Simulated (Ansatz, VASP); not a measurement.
One calculation of CdTe, two programs

Contents of INCAR:

```
PREC = Accurate
ENCUT = 520
EDIFF = 1E-6
ISMEAR = -1
SIGMA = 0.02
LREAL = False
LASPH = True
NELM = 100
ALGO = Normal
ISIF = 2
LWAVE = False
LCHARG = False
GGA = PE
NBANDS = 16
```

Contents of KPOINTS:

```
regular mesh
0
Gamma
  6 6 6
```

Contents of POSCAR:

```
CdTe
1.0
    0.0000000000      3.2799012452      3.2985966823
    3.2799012452      0.0000000000      3.2985966823
    3.2799012452      3.2799012452      0.0000000000
Cd Te
1 1
Direct
    0.0000000000      0.0000000000      0.0000000000
    0.2500000000      0.2500000000      0.2500000000
```

Input for Ansatz:

```yaml
crystal:
  lattice:
    - [0.0, 3.2799012452, 3.2985966823]
    - [3.2799012452, 0.0, 3.2985966823]
    - [3.2799012452, 3.2799012452, 0.0]
  atoms:
    - { symbol: Cd, position: [0.0, 0.0, 0.0] }
    - { symbol: Te, position: [0.25, 0.25, 0.25] }
kpoints:
  mp_grid: { grid: [6, 6, 6] }
  band_path:
    path:
      - [0.0, 0.0, 0.0]
      - [-0.5, -0.5, 0.0]
      - [-0.375, -0.375, 0.25]
      - [-0.375, 0.0, 0.375]
      - [0.0, 0.0, 0.5]
      - [-0.5, -0.25, 0.25]
    npoints: 1
hamiltonian:
  xc: pbe
scf:
  occupations: { method: fermi_dirac, width: 0.02 }
  n_extra_bands: 4
output:
  forces: true
  stress: true
  eigenvalues: true
  write_density: true
  write_potential: true
  elf: true
  volumetric_format: npy
```

Change from the starting cell: uniaxial_z strain +0.6%.

Alike in both runs: task single point; functional PBE; k mesh 6 × 6 × 6; occupations fermi-dirac, width 0.02 eV; no spin polarisation.

|  | VASP | Ansatz |
| --- | --- | --- |
| version | VASP 6.6.1 | Ansatz 0.2.0 |
| potentials or method | VASP PAW PBE potentials, release 64 (Cd, Te) | plane waves, PAW |
| plane-wave cutoff (eV) | 520 | 420 |
| valence electrons in the cell | 18 | 36 |

VASP gave:

```
pressure (GPa)                                                : 0.9
traceless stress, the component that is largest in VASP (GPa) : -0.06
```

Problem. Estimate Ansatz's values.

Solution. Pressure (GPa): 0.8; traceless stress, the component that is largest in VASP (GPa): -0.06.

VASP's potentials hold 18 valence electrons a cell and Ansatz's 36, so a difference there can come from the potentials and not from the codes.

Neither program's run includes spin-orbit coupling.
